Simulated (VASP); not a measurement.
# SbSe in VASP: further runs

Runs on SbSe. Level: PBE. Tasks: single point, relaxation of cell and atoms.

Program: VASP 6.6.1. These are calculated values, not measurements. Logs are shortened: lines on timing, memory, paths and dates and some standing lists are left out, and cuts for length are marked.

### 1 The cell of the first run

The typed cell holds 4 atoms: a = 5.063 Å, b = 5.063 Å, c = 5.932 Å, α = 90.00°, β = 90.00°, γ = 120.00°.

### 2 Single point, PBE

Input file INCAR:

```
  PREC = Accurate
  ENCUT = 520
  EDIFF = 1E-7
  ISMEAR = 0
  SIGMA = 0.1
  LREAL = F
  LASPH = T
  NELM = 80
  ALGO = Normal
  ISIF = 2
  LWAVE = F
  LCHARG = T
  GGA = PE
  LELF = T
  LVHAR = T
  NBANDS = 19
```

Input file KPOINTS:

```
regular mesh
0
Gamma
  6 6 4
```

Input file POSCAR:

```
SbSe
1.0
    5.0631726661     -0.0000000001      0.0000000000
   -2.5315863330      4.3848361526      0.0000000000
    0.0000000000      0.0000000000      5.9322181658
Sb Se
2 2
Direct
    0.3333333333      0.6666666667     -0.0585450918
    0.6666666667      0.3333333333      0.4414549082
    0.3333333333      0.6666666667      0.4406450918
    0.6666666667      0.3333333333      0.9406450918
```

Potentials or basis: VASP PAW PBE potentials, release 64 (Sb, Se).

Started as:

```bash
$ cat potpaw_PBE.64/Sb/POTCAR potpaw_PBE.64/Se/POTCAR > POTCAR
$ mpirun -np 1 vasp_std > vasp.out
```

OUTCAR:

```text
PREC = Accurate
   ENCUT = 520
   EDIFF = 1E-7
   ISMEAR = 0
   LREAL = F
   LASPH = T
   NELM = 80
   ISIF = 2
   GGA = PE

 ion  position               nearest neighbor table
   1  0.333  0.667  0.941-   4 2.92   4 2.92   4 2.92   3 2.96   3 2.97
   2  0.667  0.333  0.441-   3 2.92   3 2.92   3 2.92   4 2.96   4 2.97
   3  0.333  0.667  0.441-   2 2.92   2 2.92   2 2.92   1 2.96   1 2.97
   4  0.667  0.333  0.941-   1 2.92   1 2.92   1 2.92   2 2.96   2 2.97

  LATTYP: Found a hexagonal cell.
 ALAT       =     5.0631726661
 C/A-ratio  =     1.1716405023

  Lattice vectors:

 A1 = (   5.0631726661,  -0.0000000001,   0.0000000000)
 A2 = (  -2.5315863330,   4.3848361526,   0.0000000000)
 A3 = (   0.0000000000,   0.0000000000,   5.9322181658)

Analysis of symmetry for initial positions (statically):
=====================================================================
 Subroutine PRICEL returns:
 Original cell was already a primitive cell.

 Routine SETGRP: Setting up the symmetry group for a
 hexagonal supercell.

 Subroutine GETGRP returns: Found 12 space group operations
 (whereof  6 operations were pure point group operations)
 out of a pool of 24 trial point group operations.

The static configuration has the point symmetry C_3v.
 The point group associated with its full space group is C_6v.

Analysis of symmetry for dynamics (positions and initial velocities):
=====================================================================
 Subroutine PRICEL returns:
 Original cell was already a primitive cell.

 Routine SETGRP: Setting up the symmetry group for a
 hexagonal supercell.

 Subroutine GETGRP returns: Found 12 space group operations
 (whereof  6 operations were pure point group operations)
 out of a pool of 24 trial point group operations.

The dynamic configuration has the point symmetry C_3v.
 The point group associated with its full space group is C_6v.

 Subroutine INISYM returns: Found 12 space group operations
 (whereof  6 operations are pure point group operations),
 and found     1 'primitive' translations

----------------------------------------------------------------------------------------

                                     Primitive cell

  volume of cell :     131.7023

  direct lattice vectors                    reciprocal lattice vectors
     5.063172666 -0.000000000  0.000000000     0.197504621  0.114029346  0.000000000
    -2.531586333  4.384836153  0.000000000     0.000000000  0.228058693  0.000000000
     0.000000000  0.000000000  5.932218166     0.000000000  0.000000000  0.168571009

  length of vectors
     5.063172666  5.063172666  5.932218166     0.228058693  0.228058693  0.168571009

  position of ions in fractional coordinates (direct lattice)
     0.333333333  0.666666667  0.941454908
     0.666666667  0.333333333  0.441454908
     0.333333333  0.666666667  0.440645092
     0.666666667  0.333333333  0.940645092

  ion indices of the primitive-cell ions
   primitive index   ion index
                 1           1
                 2           2
                 3           3
                 4           4

----------------------------------------------------------------------------------------

 KPOINTS: regular mesh

Automatic generation of k-mesh.
 Grid dimensions read from file:
 generate k-points for:    6    6    4

 Generating k-lattice:

  Cartesian coordinates                     Fractional coordinates (reciprocal lattice)
     0.032917437  0.019004891  0.000000000     0.166666667  0.000000000  0.000000000
     0.000000000  0.038009782  0.000000000     0.000000000  0.166666667  0.000000000
     0.000000000  0.000000000  0.042142752     0.000000000  0.000000000  0.250000000

  Length of vectors
     0.038009782  0.038009782  0.042142752

  Shift w.r.t. Gamma in fractional coordinates (k-lattice)
     0.000000000  0.000000000  0.000000000

 Subroutine IBZKPT returns following result:
 ===========================================

 Found     21 irreducible k-points:

 Following reciprocal coordinates:
            Coordinates               Weight
  0.000000  0.000000  0.000000      1.000000
  0.166667  0.000000  0.000000      6.000000
  0.333333  0.000000  0.000000      6.000000
  0.500000 -0.000000  0.000000      3.000000
  0.166667  0.166667  0.000000      6.000000
  0.333333  0.166667  0.000000     12.000000
[... 13 lines left out ...]
  0.333333  0.166667  0.500000     12.000000
  0.333333  0.333333  0.500000      2.000000
   k-points           NKPTS =     21   k-points in BZ     NKDIM =     21   number of bands    NBANDS=     19
   number of dos      NEDOS =    301   number of ions     NIONS =      4
   total plane-waves  NPLWV =  76800
   dimension x,y,z NGX =    40 NGY =   40 NGZ =   48
   dimension x,y,z NGXF=    80 NGYF=   80 NGZF=   96
   ions per type =               2   2
   NGX,Y,Z   is equivalent  to a cutoff of  13.13, 13.13, 13.45 a.u.
   NGXF,Y,Z  is equivalent  to a cutoff of  26.27, 26.27, 26.90 a.u.
 SYSTEM =  unknown system
   PREC   = accura    normal or accurate (medium, high low for compatibility)
   ISTART =      0    job   : 0-new  1-cont  2-samecut
   ICHARG =      2    charge: 1-file 2-atom 10-const
   ISPIN  =      1    spin polarized calculation?
   LNONCOLLINEAR =      F non collinear calculations
   LSORBIT =      F    spin-orbit coupling
   LASPH  =      T    aspherical Exc in radial PAW
   ENCUT  =  520.0 eV  38.22 Ry    6.18 a.u.   9.41  9.41 11.03*2*pi/ulx,y,z
   NELM   =     80;   NELMIN=  2; NELMDL= -5     # of ELM steps
   EDIFF  = 0.1E-06   stopping-criterion for ELM
   LREAL  =      F    real-space projection
   EDIFFG = 0.1E-05   stopping-criterion for IOM
   NSW    =      0    number of steps for IOM
   IBRION =     -1    ionic relax: 0-MD 1-quasi-New 2-CG
   NFREE  =      0    steps in history (QN), initial steepest desc. (CG)
   ISIF   =      2    stress and relaxation
   ISYM   =      2    0-nonsym 1-usesym 2-fastsym
   POTIM  = 0.5000    time-step for ionic-motion
   TEBEG  =    0.0;   TEEND  =   0.0 temperature during run
   PSTRESS=    0.0 pullay stress
   NELECT =      22.0000    total number of electrons
   NUPDOWN=      -1.0000    fix difference up-down
   EMIN   =  10.00;   EMAX   =-10.00  energy-range for DOS
   EFERMI =   0.00;   METHOD = LEGACY
   ISMEAR =     0;   SIGMA  =   0.10  broadening in eV -4-tet -1-fermi 0-gaus
   EFERMI_NEDOS =   21; number of points for ismear=-14 and -15
   IALGO  =     38    algorithm
   IMIX   =      4    mixing-type and parameters
     AMIX     =   0.40;   BMIX     =  1.00
     AMIX_MAG =   1.60;   BMIX_MAG =  1.00
  volume/ion in A,a.u.               =      32.93       222.19
  Fermi-wavevector in a.u.,A,eV,Ry     =   0.901608  1.703793 11.060147  0.812898
  Thomas-Fermi vector in A             =   2.024710
   LORBIT       =      0    0 simple, 1 ext, 2 COOP (PROOUT), +10 PAW based schemes
   GGA     = PE    functional components
   LHFCALC =     F    Hartree Fock is set to
   AEXX    =    0.0000 exact exchange contribution
   IVDW    =     0    specifies the selected vdW correction
   LEPSILON=     F    determine dielectric tensor
   LRPA    =     F    only Hartree local field effects (RPA)
 non-spin polarized calculation
 Gauss-broadening in eV      SIGMA  =   0.10
  energy-cutoff  :      520.00
  volume of cell :      131.70
 maximum number of plane-waves:      3587
 NGX is ok and might be reduce to    40
   NGX = 19   NGY = 19   NGZ = 23

 number of electron      21.9999999 magnetization

 Free energy of the ion-electron system (eV)
  ---------------------------------------------------
  ext. energy  EPLUGINS =         0.00000000
  ---------------------------------------------------
  free energy    TOTEN  =       -14.80039410 eV

  energy without entropy =      -14.77675357  energy(sigma->0) =      -14.78857384

 E-fermi :   4.3257     XC(G=0):  -8.4973

 val. band max:        4.2738542065   @ k =   0.3333   0.1667   0.2500
 cond. band min:       4.3510472029   @ k =   0.1667   0.0000   0.5000
 fundamental gap:      0.0771929963
 Fermi energy:         4.3256698301

 k-point     1 :       0.0000    0.0000    0.0000
  band No.  band energies     occupation
      1     -10.2192      2.00000
      2      -8.9224      2.00000
      3      -4.3493      2.00000
      4      -3.0815      2.00000
      5      -1.7854      2.00000
      6      -0.2954      2.00000
[... 11 lines left out ...]
     18       9.1005      0.00000
     19       9.1005      0.00000

 k-point     2 :       0.1667    0.0000    0.0000
  band No.  band energies     occupation
      1     -10.1111      2.00000
      2      -8.9256      2.00000
      3      -4.6360      2.00000
      4      -3.4752      2.00000
      5      -1.6523      2.00000
      6      -0.4769      2.00000
[... 11 lines left out ...]
     18       9.0242      0.00000
     19       9.2553      0.00000

 k-point     3 :       0.3333    0.0000    0.0000
  band No.  band energies     occupation
      1      -9.8315      2.00000
      2      -8.9966      2.00000
      3      -5.0282      2.00000
      4      -4.2027      2.00000
      5      -1.2926      2.00000
      6      -0.7716      2.00000
[... 11 lines left out ...]
     18       9.0672      0.00000
     19       9.8544      0.00000

 k-point     4 :       0.5000   -0.0000    0.0000
  band No.  band energies     occupation
      1      -9.6096      2.00000
      2      -9.1180      2.00000
      3      -5.1072      2.00000
      4      -4.6048      2.00000
      5      -0.9814      2.00000
      6      -0.8964      2.00000
[... 341 lines left out ...]
     18      10.2820      0.00000
     19      11.4553      0.00000

 k-point    20 :       0.3333    0.1667    0.5000
  band No.  band energies     occupation
      1      -9.2739      2.00000
      2      -9.2739      2.00000
      3      -5.5114      2.00000
      4      -5.5114      2.00000
      5      -0.4009      2.00000
      6      -0.4009      2.00000
[... 11 lines left out ...]
     18       9.3236      0.00000
     19      11.1353      0.00000

 k-point    21 :       0.3333    0.3333    0.5000
  band No.  band energies     occupation
      1      -9.2224      2.00000
      2      -9.2224      2.00000
      3      -5.6352      2.00000
      4      -5.6352      2.00000
      5      -0.6313      2.00000
      6      -0.6313      2.00000
[... 11 lines left out ...]
     18       8.9172      0.00000
     19      10.8661      0.00000

------------------------ aborting loop because EDIFF is reached ----------------------------------------

  FORCE on cell =-STRESS in cart. coord.  units (eV):
  Direction    XX          YY          ZZ          XY          YZ          ZX
  --------------------------------------------------------------------------------------
  -------------------------------------------------------------------------------------
  Total        0.2271796      0.2271796     -0.2636922     -0.0000000      0.0000000      0.0000000
  in kB        2.7636731      2.7636731     -3.2078540     -0.0000000      0.0000000      0.0000000
  external PRESSURE =       0.7731641 kB  Pullay stress =       0.0000000 kB

 VOLUME and BASIS-vectors are now :
 -----------------------------------------------------------------------------
  energy-cutoff  :      520.00
  volume of cell :      131.70
      direct lattice vectors                 reciprocal lattice vectors
     5.063172666 -0.000000000  0.000000000     0.197504621  0.114029346  0.000000000
    -2.531586333  4.384836153  0.000000000     0.000000000  0.228058693  0.000000000
     0.000000000  0.000000000  5.932218166     0.000000000  0.000000000  0.168571009

 POSITION                                       TOTAL-FORCE (eV/Angst)
 -----------------------------------------------------------------------------------
     -0.00000      2.92322      5.58492        -0.000000      0.000000     -0.007338
      2.53159      1.46161      2.61881         0.000000     -0.000000     -0.007338
     -0.00000      2.92322      2.61400         0.000000     -0.000000      0.007338
      2.53159      1.46161      5.58011        -0.000000      0.000000      0.007338
 -----------------------------------------------------------------------------------
    total drift:                               -0.000000      0.000000     -0.000002

  FREE ENERGIE OF THE ION-ELECTRON SYSTEM (eV)
  ---------------------------------------------------
  free  energy   TOTEN  =       -14.8003940982 eV

  energy  without entropy=      -14.7767535737  energy(sigma->0) =      -14.78857384
```

It took 25 s on 1 thread of Intel Xeon 6975P-C (Granite Rapids), shared host; peak memory 0.27 GiB.

Results:

| Quantity | Value |
| --- | --- |
| Free energy | -14.8004 eV |
| Pressure | 0.1 GPa |
| Largest force | 0.007 eV/Å |
| Band gap on the k mesh | zero (bands 11 and 12 overlap by 1.35 eV) |

Forces in eV/Å, atoms in the order of the input:
```
Sb   0.000  0.000 -0.007
Sb   0.000  0.000 -0.007
Se   0.000  0.000  0.007
Se   0.000  0.000  0.007
```

Stress tensor (GPa, compression positive):
```
 0.28  0.00  0.00
 0.00  0.28  0.00
 0.00  0.00 -0.32
```

Caveat: spin-orbit coupling is left out, which moves the levels of the heavy elements.

[end of part 1 of 2]
